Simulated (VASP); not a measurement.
# CuO (C2/c) in VASP: single point with PBE+U

Aim: the single point of CuO with PBE+U.

Everything below comes from runs of VASP 6.6.1. Logs are shortened: lines on timing, memory, paths and dates and some standing lists are left out, and cuts for length are marked.

## 1. The cell of the first run

Symmetry: C2/c, No. 15, monoclinic system. The conventional cell has a = 4.683 Å, b = 3.429 Å, c = 5.130 Å, α = 90.00°, β = 99.31°, γ = 90.00°. Within 2.6 Å of Cu (site symmetry -1) lie 4 O at 1.94 to 1.97 Å. Within 2.7 Å of O (site symmetry 2) lie 4 Cu at 1.94 to 1.97 Å and 2 O at 2.61 Å.

## 2. Single point, PBE+U, collinear spin

INCAR reads:

```
SYSTEM = CuO
ALGO = Normal
EDIFF = 1E-6
ENCUT = 520
GGA = PE
ISIF = 2
ISMEAR = -1
ISPIN = 2
LASPH = .True.
LCHARG = .False.
LDAU = .True.
LDAUJ = 0 0
LDAUL = 2 -1
LDAUPRINT = 1
LDAUTYPE = 2
LDAUU = 6.1 0
LMAXMIX = 4
LORBIT = 11
LREAL = .False.
LWAVE = .False.
MAGMOM = 1 0 0 0
NBANDS = 29
NELM = 150
PREC = Accurate
SIGMA = 0.1
```

KPOINTS reads:

```
k-points
0
Gamma
  8 8 5
  0 0 0
```

POSCAR reads:

```
CuO
1.0
    2.3416000000     -1.7144000000      0.0000000000
    2.3416000000      1.7144000000      0.0000000000
   -0.8297400000      0.0000000000      5.0621500000
Cu O
2 2
Direct
    0.0000000000      0.5000000000      0.0000000000
    0.5000000000      0.0000000000      0.5000000000
    0.5719000000      0.4281000000      0.2500000000
    0.4281000000      0.5719000000      0.7500000000
```

Potentials or basis: VASP PAW PBE potentials, release 64 (Cu, O).

Command:

```console
$ cat potpaw_PBE.64/Cu/POTCAR potpaw_PBE.64/O/POTCAR > POTCAR
$ mpirun -np 1 vasp_std > vasp.out
```

OUTCAR:

```text
SYSTEM = CuO
   EDIFF = 1E-6
   ENCUT = 520
   GGA = PE
   ISIF = 2
   ISMEAR = -1
   ISPIN = 2
   LASPH = .True.
   LORBIT = 11
   LREAL = .False.
   NELM = 150
   PREC = Accurate

 ion  position               nearest neighbor table
   1  0.000  0.500  0.000-   3 1.94   4 1.94   4 1.97   3 1.97
   2  0.500  0.000  0.500-   4 1.94   3 1.94   4 1.97   3 1.97
   3  0.572  0.428  0.250-   2 1.94   1 1.94   2 1.97   1 1.97
   4  0.428  0.572  0.750-   1 1.94   2 1.94   2 1.97   1 1.97

  LATTYP: Found a base centered monoclinic cell.
 ALAT       =     4.6832000000
 B/A-ratio  =     0.7321489580
 C/A-ratio  =     1.0953409799
 COS(beta)  =    -0.1617521216

  Lattice vectors:

 A1 = (   2.3416000000,  -1.7144000000,   0.0000000000)
 A2 = (   2.3416000000,   1.7144000000,   0.0000000000)
 A3 = (  -0.8297400000,   0.0000000000,   5.0621500000)

Analysis of symmetry for initial positions (statically):
=====================================================================
 Subroutine PRICEL returns:
 Original cell was already a primitive cell.

 Routine SETGRP: Setting up the symmetry group for a
 base centered monoclinic supercell.

 Subroutine GETGRP returns: Found  4 space group operations
 (whereof  2 operations were pure point group operations)
 out of a pool of  4 trial point group operations.

The static configuration has the point symmetry S_2 .
 The point group associated with its full space group is C_2h.

Analysis of symmetry for dynamics (positions and initial velocities):
=====================================================================
 Subroutine PRICEL returns:
 Original cell was already a primitive cell.

 Routine SETGRP: Setting up the symmetry group for a
 base centered monoclinic supercell.

 Subroutine GETGRP returns: Found  4 space group operations
 (whereof  2 operations were pure point group operations)
 out of a pool of  4 trial point group operations.

The dynamic configuration has the point symmetry S_2 .
 The point group associated with its full space group is C_2h.

Analysis of structural, dynamic, and magnetic symmetry:
=====================================================================
 Subroutine PRICEL returns:
 Original cell was already a primitive cell.

 Routine SETGRP: Setting up the symmetry group for a
 base centered monoclinic supercell.

 Subroutine GETGRP returns: Found  2 space group operations
 (whereof  2 operations were pure point group operations)
 out of a pool of  4 trial point group operations.

The overall configuration has the point symmetry S_2 .

 Subroutine INISYM returns: Found  2 space group operations
 (whereof  2 operations are pure point group operations),
 and found     1 'primitive' translations

----------------------------------------------------------------------------------------

                                     Primitive cell

  volume of cell :      40.6434

  direct lattice vectors                    reciprocal lattice vectors
     2.341600000 -1.714400000  0.000000000     0.213529211 -0.291647224  0.034999699
     2.341600000  1.714400000  0.000000000     0.213529211  0.291647224  0.034999699
    -0.829740000  0.000000000  5.062150000     0.000000000  0.000000000  0.197544522

  length of vectors
     2.902112665  2.902112665  5.129700877     0.363149839  0.363149839  0.197544522
[... 148 lines left out ...]

 occupancies and eigenvectors

  o =  0.3730  v =  0.0000  0.0000  0.0000  0.0000  0.0000  0.0860  0.5741 -0.0170 -0.7805  0.2315      0.0000  0.0000  0.0000  0.0000  0.0000  0.0000  0.0000  0.0000  0.0000  0.0000
  o =  0.9613  v =  0.0000  0.0000  0.0000  0.0000  0.0000  0.8568  0.1358 -0.4568  0.1818 -0.0756      0.0000  0.0000  0.0000  0.0000  0.0000  0.0000  0.0000  0.0000  0.0000  0.0000
  o =  0.9636  v =  0.8546  0.1119 -0.4768  0.1641 -0.0530  0.0000  0.0000  0.0000  0.0000  0.0000      0.0000  0.0000  0.0000  0.0000  0.0000  0.0000  0.0000  0.0000  0.0000  0.0000
  o =  0.9743  v = -0.0729 -0.0559 -0.1552 -0.3321 -0.9258  0.0000  0.0000  0.0000  0.0000  0.0000      0.0000  0.0000  0.0000  0.0000  0.0000  0.0000  0.0000  0.0000  0.0000  0.0000
  o =  0.9747  v = -0.0753  0.8104  0.2430  0.4645 -0.2504  0.0000  0.0000  0.0000  0.0000  0.0000      0.0000  0.0000  0.0000  0.0000  0.0000  0.0000  0.0000  0.0000  0.0000  0.0000
  o =  0.9752  v =  0.0000  0.0000  0.0000  0.0000  0.0000  0.1161 -0.7841 -0.2516 -0.4714  0.2936      0.0000  0.0000  0.0000  0.0000  0.0000  0.0000  0.0000  0.0000  0.0000  0.0000
  o =  0.9760  v =  0.0000  0.0000  0.0000  0.0000  0.0000  0.0906  0.0903  0.1824  0.3431  0.9125      0.0000  0.0000  0.0000  0.0000  0.0000  0.0000  0.0000  0.0000  0.0000  0.0000
  o =  0.9813  v = -0.5002  0.1774 -0.8303  0.1125  0.1275  0.0000  0.0000  0.0000  0.0000  0.0000      0.0000  0.0000  0.0000  0.0000  0.0000  0.0000  0.0000  0.0000  0.0000  0.0000
  o =  0.9824  v =  0.0000  0.0000  0.0000  0.0000  0.0000 -0.4866  0.1703 -0.8333  0.1337  0.1478      0.0000  0.0000  0.0000  0.0000  0.0000  0.0000  0.0000  0.0000  0.0000  0.0000
  o =  1.0274  v =  0.0920  0.5441 -0.0091 -0.7964  0.2471  0.0000  0.0000  0.0000  0.0000  0.0000      0.0000  0.0000  0.0000  0.0000  0.0000  0.0000  0.0000  0.0000  0.0000  0.0000

atom =   2  type =  1  l = 2

 onsite density matrix

spin component  1

  0.9622 -0.0319 -0.0092 -0.0378  0.0115
 -0.0319  0.7768 -0.0057 -0.2696  0.0797
 -0.0092 -0.0057  0.9771 -0.0075  0.0011
 -0.0378 -0.2696 -0.0075  0.6082  0.1094
  0.0115  0.0797  0.0011  0.1094  0.9437

spin component  2

  0.9687  0.0010 -0.0072  0.0058 -0.0013
  0.0010  0.9904  0.0007  0.0229 -0.0073
 -0.0072  0.0007  0.9767  0.0006 -0.0012
  0.0058  0.0229  0.0006  1.0079 -0.0103
 -0.0013 -0.0073 -0.0012 -0.0103  0.9777

 occupancies and eigenvectors

  o =  0.3731  v = -0.0860 -0.5740 -0.0169 -0.7805  0.2316  0.0000  0.0000  0.0000  0.0000  0.0000      0.0000  0.0000  0.0000  0.0000  0.0000  0.0000  0.0000  0.0000  0.0000  0.0000
  o =  0.9613  v =  0.8568  0.1359  0.4569 -0.1818  0.0756  0.0000  0.0000  0.0000  0.0000  0.0000      0.0000  0.0000  0.0000  0.0000  0.0000  0.0000  0.0000  0.0000  0.0000  0.0000
  o =  0.9636  v =  0.0000  0.0000  0.0000  0.0000  0.0000  0.8546  0.1119  0.4768 -0.1643  0.0530      0.0000  0.0000  0.0000  0.0000  0.0000  0.0000  0.0000  0.0000  0.0000  0.0000
  o =  0.9743  v =  0.0000  0.0000  0.0000  0.0000  0.0000  0.0724  0.0608 -0.1565 -0.3344 -0.9245      0.0000  0.0000  0.0000  0.0000  0.0000  0.0000  0.0000  0.0000  0.0000  0.0000
  o =  0.9747  v =  0.0000  0.0000  0.0000  0.0000  0.0000  0.0757 -0.8099  0.2424  0.4627 -0.2558      0.0000  0.0000  0.0000  0.0000  0.0000  0.0000  0.0000  0.0000  0.0000  0.0000
  o =  0.9752  v =  0.1160 -0.7842  0.2518  0.4715 -0.2931  0.0000  0.0000  0.0000  0.0000  0.0000      0.0000  0.0000  0.0000  0.0000  0.0000  0.0000  0.0000  0.0000  0.0000  0.0000
  o =  0.9760  v = -0.0908 -0.0897  0.1824  0.3429  0.9126  0.0000  0.0000  0.0000  0.0000  0.0000      0.0000  0.0000  0.0000  0.0000  0.0000  0.0000  0.0000  0.0000  0.0000  0.0000
  o =  0.9813  v =  0.0000  0.0000  0.0000  0.0000  0.0000 -0.5003  0.1774  0.8303 -0.1128 -0.1272      0.0000  0.0000  0.0000  0.0000  0.0000  0.0000  0.0000  0.0000  0.0000  0.0000
  o =  0.9823  v =  0.4867 -0.1705 -0.8332  0.1337  0.1479  0.0000  0.0000  0.0000  0.0000  0.0000      0.0000  0.0000  0.0000  0.0000  0.0000  0.0000  0.0000  0.0000  0.0000  0.0000
  o =  1.0274  v =  0.0000  0.0000  0.0000  0.0000  0.0000 -0.0919 -0.5443 -0.0095 -0.7964  0.2467      0.0000  0.0000  0.0000  0.0000  0.0000  0.0000  0.0000  0.0000  0.0000  0.0000

 number of electron      34.0000009 magnetization       0.0001840

 Free energy of the ion-electron system (eV)
  ---------------------------------------------------
  ext. energy  EPLUGINS =         0.00000000
  ---------------------------------------------------
  free energy    TOTEN  =       -16.31050719 eV

  energy without entropy =      -16.31024208  energy(sigma->0) =      -16.31037464

 E-fermi :   5.5064     XC(G=0): -11.8215

 val. band max:        4.9167743551   @ k =   0.0000   0.0000   0.0000
 cond. band min:       6.0778138060   @ k =   0.0000  -0.2500  -0.4000
 fundamental gap:      1.1610394508
 Fermi energy:         5.5063648908

 spin component 1

 k-point     1 :       0.0000    0.0000    0.0000
  band No.  band energies     occupation
      1     -14.0060      1.00000
      2     -12.5873      1.00000
      3      -3.0158      1.00000
      4      -2.3483      1.00000
      5      -0.5038      1.00000
      6      -0.2708      1.00000
[... 1529 lines left out ...]
     28      24.1195      0.00000
     29      24.4897      0.00000

 [... further k-points ...]

------------------------ aborting loop because EDIFF is reached ----------------------------------------

  FORCE on cell =-STRESS in cart. coord.  units (eV):
  Direction    XX          YY          ZZ          XY          YZ          ZX
  --------------------------------------------------------------------------------------
  -------------------------------------------------------------------------------------
  Total        0.5360947      0.8837887      1.0797531      0.0010875      0.0002253      0.3346806
  in kB       21.1330504     34.8392780     42.5642692      0.0428701      0.0088797     13.1932316
  external PRESSURE =      32.8455325 kB  Pullay stress =       0.0000000 kB

 VOLUME and BASIS-vectors are now :
 -----------------------------------------------------------------------------
  energy-cutoff  :      520.00
  volume of cell :       40.64
      direct lattice vectors                 reciprocal lattice vectors
     2.341600000 -1.714400000  0.000000000     0.213529211 -0.291647224  0.034999699
     2.341600000  1.714400000  0.000000000     0.213529211  0.291647224  0.034999699
    -0.829740000  0.000000000  5.062150000     0.000000000  0.000000000  0.197544522

 POSITION                                       TOTAL-FORCE (eV/Angst)
 -----------------------------------------------------------------------------------
      1.17080      0.85720      0.00000         0.000000      0.000000      0.000000
      0.75593     -0.85720      2.53107         0.000000      0.000000      0.000000
      2.13417     -0.24653      1.26554         0.000001     -0.134636     -0.000030
      1.71930      0.24653      3.79661        -0.000001      0.134636      0.000030
 -----------------------------------------------------------------------------------
    total drift:                                0.000000      0.000000     -0.000000

  FREE ENERGIE OF THE ION-ELECTRON SYSTEM (eV)
  ---------------------------------------------------
  free  energy   TOTEN  =       -16.3105071917 eV

  energy  without entropy=      -16.3102420847  energy(sigma->0) =      -16.31037464

 total charge

# of ion       s       p       d       tot
------------------------------------------
    1        0.378   0.395   9.168   9.941
    2        0.378   0.395   9.168   9.940
    3        1.559   3.444   0.000   5.003
    4        1.559   3.444   0.000   5.003
--------------------------------------------------
tot          3.873   7.677  18.335  29.886

 magnetization (x)

# of ion       s       p       d       tot
------------------------------------------
    1       -0.005  -0.006   0.654   0.642
    2        0.005   0.006  -0.654  -0.642
    3       -0.000   0.000   0.000   0.000
    4       -0.000   0.000   0.000   0.000
--------------------------------------------------
tot         -0.000   0.000  -0.000  -0.000
```

Run time: 12 min. Hardware: 1 thread of Intel Xeon 8259CL, shared host; peak memory 0.38 GiB.

Results:

```
Free energy                                           : -16.3105 eV
Pressure                                              : 3.3 GPa
Largest force                                         : 0.135 eV/Å
Band gap on the k mesh                                : 1.16 eV (least direct gap 1.44 eV)
Net moment                                            : 0.00 μB per cell
Site moments                                          : Cu +0.64, -0.64; O +0.00 μB
Valence electrons inside the program's atomic spheres : Cu 9.94; O 5.00
```

Forces in eV/Å, atoms in the order of the input:
```
Cu   0.000  0.000  0.000
Cu   0.000  0.000  0.000
O    0.000 -0.135  0.000
O    0.000  0.135  0.000
```

Stress tensor (GPa, compression positive):
```
2.11 0.00 1.32
0.00 3.48 0.00
1.32 0.00 4.26
```

Eigenvalues of the final occupation matrices:
```tsv
site	spin	trace	eigenvalues
site 1 d	1	4.92	0.96 0.97 0.97 0.98 1.03
site 1 d	2	4.27	0.37 0.96 0.98 0.98 0.98
site 2 d	1	4.27	0.37 0.96 0.98 0.98 0.98
site 2 d	2	4.92	0.96 0.97 0.97 0.98 1.03
```

Caveat: the cell stands under pressure. A k mesh can miss the band edges.
